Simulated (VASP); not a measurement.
# Cu3GeS4 (P-43m) in VASP: single point with PBE

Aim: the single point of Cu3GeS4 with PBE.

Everything below comes from runs of VASP 6.6.1. Logs are shortened: lines on timing, memory, paths and dates and some standing lists are left out, and cuts for length are marked.

**1. The cell of the first run**

It takes space group P-43m (No. 215, cubic). The conventional cell has a = 5.375 Å, b = 5.375 Å, c = 5.375 Å, α = 90.00°, β = 90.00°, γ = 90.00°. Ge (site symmetry -43m) has 4 S at 2.19 Å and 6 Cu at 2.69 Å within 2.9 Å. Within 3.0 Å of Cu (site symmetry -42m) lie 4 S at 2.28 Å and 2 Ge at 2.69 Å. S (site symmetry 3m) has 1 Ge at 2.19 Å and 3 Cu at 2.28 Å within 2.9 Å.

**2. Single point, PBE**

POSCAR reads:

```
Cu3GeS4
1.0
    5.3752620000      0.0000000000      0.0000000000
    0.0000000000      5.3752620000      0.0000000000
    0.0000000000      0.0000000000      5.3752620000
Ge Cu S
1 3 4
Direct
    0.0000000000      0.0000000000      0.0000000000
    0.5000000000      0.0000000000      0.0000000000
    0.0000000000      0.5000000000      0.0000000000
    0.0000000000      0.0000000000      0.5000000000
    0.2350000000      0.2350000000      0.2350000000
    0.2350000000      0.7650000000      0.7650000000
    0.7650000000      0.7650000000      0.2350000000
    0.7650000000      0.2350000000      0.7650000000
```

INCAR.step1 reads:

```
PREC = Accurate
ENCUT = 520
EDIFF = 1E-6
ISMEAR = -1
SIGMA = 0.1
LREAL = False
LASPH = True
NELM = 100
ALGO = Normal
ISIF = 2
LWAVE = False
LCHARG = True
LMAXMIX = 4
GGA = PE
NBANDS = 46
```

KPOINTS.step1 reads:

```
regular mesh
0
Gamma
  6 6 6
```

INCAR.step2 reads:

```
PREC = Accurate
ENCUT = 520
EDIFF = 1E-6
ISMEAR = -5
SIGMA = 0.1
LREAL = False
LASPH = True
NELM = 100
ALGO = Normal
ISIF = 2
LWAVE = False
LCHARG = False
LMAXMIX = 4
GGA = PE
LORBIT = 11
NEDOS = 1001
ICHARG = 11
```

KPOINTS.step2 reads:

```
regular mesh
0
Gamma
  9 9 9
```

Potentials or basis: VASP PAW PBE potentials, release 64 (Ge_d, Cu, S).

Launch:

```bash
$ cat potpaw_PBE.64/Ge_d/POTCAR potpaw_PBE.64/Cu/POTCAR potpaw_PBE.64/S/POTCAR > POTCAR
$ cp INCAR.step1 INCAR
$ cp KPOINTS.step1 KPOINTS
$ mpirun -np 1 vasp_std > vasp.out
$ cp INCAR.step2 INCAR
$ cp KPOINTS.step2 KPOINTS
$ mpirun -np 1 vasp_std > vasp.out
```

OUTCAR:

```text
PREC = Accurate
   ENCUT = 520
   EDIFF = 1E-6
   ISMEAR = -5
   LREAL = False
   LASPH = True
   NELM = 100
   ISIF = 2
   GGA = PE
   LORBIT = 11
   ICHARG = 11

 ion  position               nearest neighbor table
   1  0.000  0.000  0.000-   5 2.19   6 2.19   7 2.19   8 2.19   3 2.69   4 2.69   2 2.69   4 2.69
                             3 2.69   2 2.69
   2  0.500  0.000  0.000-   5 2.28   6 2.28   7 2.28   8 2.28   1 2.69   1 2.69
   3  0.000  0.500  0.000-   5 2.28   6 2.28   7 2.28   8 2.28   1 2.69   1 2.69
   4  0.000  0.000  0.500-   5 2.28   6 2.28   7 2.28   8 2.28   1 2.69   1 2.69
   5  0.235  0.235  0.235-   1 2.19   2 2.28   3 2.28   4 2.28
   6  0.235  0.765  0.765-   1 2.19   2 2.28   3 2.28   4 2.28
   7  0.765  0.765  0.235-   1 2.19   2 2.28   3 2.28   4 2.28
   8  0.765  0.235  0.765-   1 2.19   2 2.28   3 2.28   4 2.28

  LATTYP: Found a simple cubic cell.
 ALAT       =     5.3752620000

  Lattice vectors:

 A1 = (   5.3752620000,   0.0000000000,   0.0000000000)
 A2 = (   0.0000000000,   5.3752620000,   0.0000000000)
 A3 = (   0.0000000000,   0.0000000000,   5.3752620000)

Analysis of symmetry for initial positions (statically):
=====================================================================
 Subroutine PRICEL returns:
 Original cell was already a primitive cell.

 Routine SETGRP: Setting up the symmetry group for a
 simple cubic supercell.

 Subroutine GETGRP returns: Found 24 space group operations
 (whereof 24 operations were pure point group operations)
 out of a pool of 48 trial point group operations.

The static configuration has the point symmetry T_d .

Analysis of symmetry for dynamics (positions and initial velocities):
=====================================================================
 Subroutine PRICEL returns:
 Original cell was already a primitive cell.

 Routine SETGRP: Setting up the symmetry group for a
 simple cubic supercell.

 Subroutine GETGRP returns: Found 24 space group operations
 (whereof 24 operations were pure point group operations)
 out of a pool of 48 trial point group operations.

The dynamic configuration has the point symmetry T_d .

 Subroutine INISYM returns: Found 24 space group operations
 (whereof 24 operations are pure point group operations),
 and found     1 'primitive' translations

----------------------------------------------------------------------------------------

                                     Primitive cell

  volume of cell :     155.3098

  direct lattice vectors                    reciprocal lattice vectors
     5.375262000  0.000000000  0.000000000     0.186037443  0.000000000  0.000000000
     0.000000000  5.375262000  0.000000000     0.000000000  0.186037443  0.000000000
     0.000000000  0.000000000  5.375262000     0.000000000  0.000000000  0.186037443

  length of vectors
     5.375262000  5.375262000  5.375262000     0.186037443  0.186037443  0.186037443

  position of ions in fractional coordinates (direct lattice)
     0.000000000  0.000000000  0.000000000
     0.500000000  0.000000000  0.000000000
     0.000000000  0.500000000  0.000000000
     0.000000000  0.000000000  0.500000000
     0.235000000  0.235000000  0.235000000
     0.235000000  0.765000000  0.765000000
     0.765000000  0.765000000  0.235000000
     0.765000000  0.235000000  0.765000000

  ion indices of the primitive-cell ions
   primitive index   ion index
                 1           1
                 2           2
                 3           3
                 4           4
                 5           5
                 6           6
                 7           7
                 8           8

----------------------------------------------------------------------------------------

 KPOINTS: regular mesh

Automatic generation of k-mesh.
 Grid dimensions read from file:
 generate k-points for:    9    9    9

 Generating k-lattice:

  Cartesian coordinates                     Fractional coordinates (reciprocal lattice)
     0.020670827  0.000000000  0.000000000     0.111111111  0.000000000  0.000000000
     0.000000000  0.020670827  0.000000000     0.000000000  0.111111111  0.000000000
     0.000000000  0.000000000  0.020670827     0.000000000  0.000000000  0.111111111

  Length of vectors
     0.020670827  0.020670827  0.020670827

  Shift w.r.t. Gamma in fractional coordinates (k-lattice)
     0.000000000  0.000000000  0.000000000

 TETIRR: Found    353 inequivalent tetrahedra from     4374

 Subroutine IBZKPT returns following result:
 ===========================================

 Found     35 irreducible k-points:

 Following reciprocal coordinates:
            Coordinates               Weight
  0.000000  0.000000  0.000000      1.000000
  0.111111  0.000000  0.000000      6.000000
  0.222222  0.000000  0.000000      6.000000
  0.333333  0.000000  0.000000      6.000000
  0.444444  0.000000  0.000000      6.000000
  0.111111  0.111111  0.000000     12.000000
[... 16 lines left out ...]
  0.333333  0.333333  0.111111     24.000000
  0.444444  0.333333  0.111111     48.000000
 [... further k-points ...]
   k-points           NKPTS =     35   k-points in BZ     NKDIM =     35   number of bands    NBANDS=     42
   number of dos      NEDOS =   1001   number of ions     NIONS =      8
   total plane-waves  NPLWV =  64000
   dimension x,y,z NGX =    40 NGY =   40 NGZ =   40
   dimension x,y,z NGXF=    80 NGYF=   80 NGZF=   80
   ions per type =               1   3   4
   NGX,Y,Z   is equivalent  to a cutoff of  12.37, 12.37, 12.37 a.u.
   NGXF,Y,Z  is equivalent  to a cutoff of  24.74, 24.74, 24.74 a.u.
 SYSTEM =  unknown system
   PREC   = accura    normal or accurate (medium, high low for compatibility)
   ISTART =      0    job   : 0-new  1-cont  2-samecut
   ICHARG =     11    charge: 1-file 2-atom 10-const
   ISPIN  =      1    spin polarized calculation?
   LNONCOLLINEAR =      F non collinear calculations
   LSORBIT =      F    spin-orbit coupling
   LASPH  =      T    aspherical Exc in radial PAW
   ENCUT  =  520.0 eV  38.22 Ry    6.18 a.u.   9.99  9.99  9.99*2*pi/ulx,y,z
   NELM   =    100;   NELMIN=  2; NELMDL=  0     # of ELM steps
   EDIFF  = 0.1E-05   stopping-criterion for ELM
   LREAL  =      F    real-space projection
   EDIFFG = 0.1E-04   stopping-criterion for IOM
   NSW    =      0    number of steps for IOM
   IBRION =     -1    ionic relax: 0-MD 1-quasi-New 2-CG
   NFREE  =      0    steps in history (QN), initial steepest desc. (CG)
   ISIF   =      2    stress and relaxation
   ISYM   =      2    0-nonsym 1-usesym 2-fastsym
   POTIM  = 0.5000    time-step for ionic-motion
   TEBEG  =    0.0;   TEEND  =   0.0 temperature during run
   PSTRESS=    0.0 pullay stress
   NELECT =      71.0000    total number of electrons
   NUPDOWN=      -1.0000    fix difference up-down
   EMIN   =  10.00;   EMAX   =-10.00  energy-range for DOS
   EFERMI =   0.00;   METHOD = LEGACY
   ISMEAR =    -5;   SIGMA  =   0.10  broadening in eV -4-tet -1-fermi 0-gaus
   EFERMI_NEDOS =   21; number of points for ismear=-14 and -15
   IALGO  =     38    algorithm
   IMIX   =      4    mixing-type and parameters
     AMIX     =   0.40;   BMIX     =  1.00
     AMIX_MAG =   1.60;   BMIX_MAG =  1.00
  volume/ion in A,a.u.               =      19.41       131.01
  Fermi-wavevector in a.u.,A,eV,Ry     =   1.261134  2.383198 21.639515  1.590460
  Thomas-Fermi vector in A             =   2.394609
   LORBIT       =     11    0 simple, 1 ext, 2 COOP (PROOUT), +10 PAW based schemes
   GGA     = PE    functional components
   LHFCALC =     F    Hartree Fock is set to
   AEXX    =    0.0000 exact exchange contribution
   IVDW    =     0    specifies the selected vdW correction
   LEPSILON=     F    determine dielectric tensor
   LRPA    =     F    only Hartree local field effects (RPA)
 non-spin polarized calculation
 Fermi weights with tetrahedron method with Bloechl corrections
  energy-cutoff  :      520.00
  volume of cell :      155.31
 maximum number of plane-waves:      4202
 NGX is ok and might be reduce to    40

 number of electron      70.9999972 magnetization

 Free energy of the ion-electron system (eV)
  ---------------------------------------------------
  ext. energy  EPLUGINS =         0.00000000
  ---------------------------------------------------
  free energy    TOTEN  =       -32.85920368 eV

  energy without entropy =      -32.85920368  energy(sigma->0) =      -32.85920368

 E-fermi :   4.1503     XC(G=0):  -9.5252

 val. band max:        4.2073591578   @ k =   0.1111   0.1111   0.0000
 cond. band min:       4.1694864841   @ k =   0.3333   0.1111   0.0000
 fundamental gap:     -0.0378726736
 Fermi energy:         4.1503370360

 k-point     1 :       0.0000    0.0000    0.0000
  band No.  band energies     occupation
      1     -21.3370      2.00000
      2     -21.3370      2.00000
      3     -21.3370      2.00000
      4     -21.2870      2.00000
      5     -21.2870      2.00000
      6     -11.3091      2.00000
[... 34 lines left out ...]
     41       7.4637      0.00000
     42       9.1760      0.00000

 k-point     2 :       0.1111    0.0000    0.0000
  band No.  band energies     occupation
      1     -21.3370      2.00000
      2     -21.3370      2.00000
      3     -21.3370      2.00000
      4     -21.2870      2.00000
      5     -21.2869      2.00000
      6     -11.2869      2.00000
[... 34 lines left out ...]
     41       7.5979      0.00000
     42       9.2618      0.00000

 k-point     3 :       0.2222    0.0000    0.0000
  band No.  band energies     occupation
      1     -21.3370      2.00000
      2     -21.3370      2.00000
      3     -21.3370      2.00000
      4     -21.2870      2.00000
      5     -21.2865      2.00000
      6     -11.2270      2.00000
[... 34 lines left out ...]
     41       7.9669      0.00000
     42       9.4474      0.00000

 k-point     4 :       0.3333    0.0000    0.0000
  band No.  band energies     occupation
      1     -21.3370      2.00000
      2     -21.3370      2.00000
      3     -21.3370      2.00000
      4     -21.2870      2.00000
      5     -21.2861      2.00000
      6     -11.1514      2.00000
[... 844 lines left out ...]
     41       8.9870      0.00000
     42       9.9408      0.00000

 k-point    23 :       0.3333    0.3333    0.1111
  band No.  band energies     occupation
      1     -21.3370      2.00000
      2     -21.3370      2.00000
      3     -21.3369      2.00000
      4     -21.2864      2.00000
      5     -21.2856      2.00000
      6     -10.9824      2.00000
[... 34 lines left out ...]
     41       8.8750      0.00000
     42       9.9283      0.00000

 k-point    24 :       0.4444    0.3333    0.1111
  band No.  band energies     occupation
      1     -21.3370      2.00000
      2     -21.3370      2.00000
      3     -21.3369      2.00000
      4     -21.2864      2.00000
      5     -21.2854      2.00000
      6     -10.9315      2.00000
[... 34 lines left out ...]
     41       9.1489      0.00000
     42       9.5244      0.00000

 [... further k-points ...]

------------------------ aborting loop because EDIFF is reached ----------------------------------------

  FORCE on cell =-STRESS in cart. coord.  units (eV):
  Direction    XX          YY          ZZ          XY          YZ          ZX
  --------------------------------------------------------------------------------------
  -------------------------------------------------------------------------------------
  Total        8.4996678      8.4996678      8.4996678      0.0000000     -0.0000000     -0.0000000
  in kB       87.6826414     87.6826414     87.6826414      0.0000000     -0.0000000     -0.0000000
  external PRESSURE =      87.6826414 kB  Pullay stress =       0.0000000 kB

 VOLUME and BASIS-vectors are now :
 -----------------------------------------------------------------------------
  energy-cutoff  :      520.00
  volume of cell :      155.31
      direct lattice vectors                 reciprocal lattice vectors
     5.375262000  0.000000000  0.000000000     0.186037443  0.000000000  0.000000000
     0.000000000  5.375262000  0.000000000     0.000000000  0.186037443  0.000000000
     0.000000000  0.000000000  5.375262000     0.000000000  0.000000000  0.186037443

 POSITION                                       TOTAL-FORCE (eV/Angst)
 -----------------------------------------------------------------------------------
      0.00000      0.00000      0.00000        -0.000000     -0.000000      0.000000
      2.68763      0.00000      0.00000        -0.000000     -0.000000      0.000000
      0.00000      2.68763      0.00000        -0.000000      0.000000     -0.000000
      0.00000      0.00000      2.68763        -0.000000     -0.000000      0.000000
      1.26319      1.26319      1.26319         0.820107      0.820107      0.820107
      1.26319      4.11208      4.11208         0.820107     -0.820107     -0.820107
      4.11208      4.11208      1.26319        -0.820107     -0.820107      0.820107
      4.11208      1.26319      4.11208        -0.820107      0.820107     -0.820107
 -----------------------------------------------------------------------------------
    total drift:                               -0.000000     -0.000000      0.000000

  FREE ENERGIE OF THE ION-ELECTRON SYSTEM (eV)
  ---------------------------------------------------
  free  energy   TOTEN  =       -32.8592036808 eV

  energy  without entropy=      -32.8592036808  energy(sigma->0) =      -32.85920368

 total charge

# of ion       s       p       d       tot
------------------------------------------
    1        1.050   1.291  10.274  12.614
    2        0.397   0.419   9.239  10.055
    3        0.397   0.419   9.239  10.055
    4        0.397   0.419   9.239  10.055
    5        1.344   2.381   0.000   3.725
    6        1.344   2.381   0.000   3.725
    7        1.344   2.381   0.000   3.725
    8        1.344   2.381   0.000   3.725
--------------------------------------------------
tot          7.615  12.071  37.991  57.677
```

Wall time 7.2 min (1 thread of Intel Xeon 8259CL, shared host); peak memory 0.35 GiB.

What came out:

* Valence electrons inside the program's atomic spheres: Ge 12.61; Cu 10.05; S 3.73

Caveat: tetrahedron occupations give inexact forces and stress in metals.
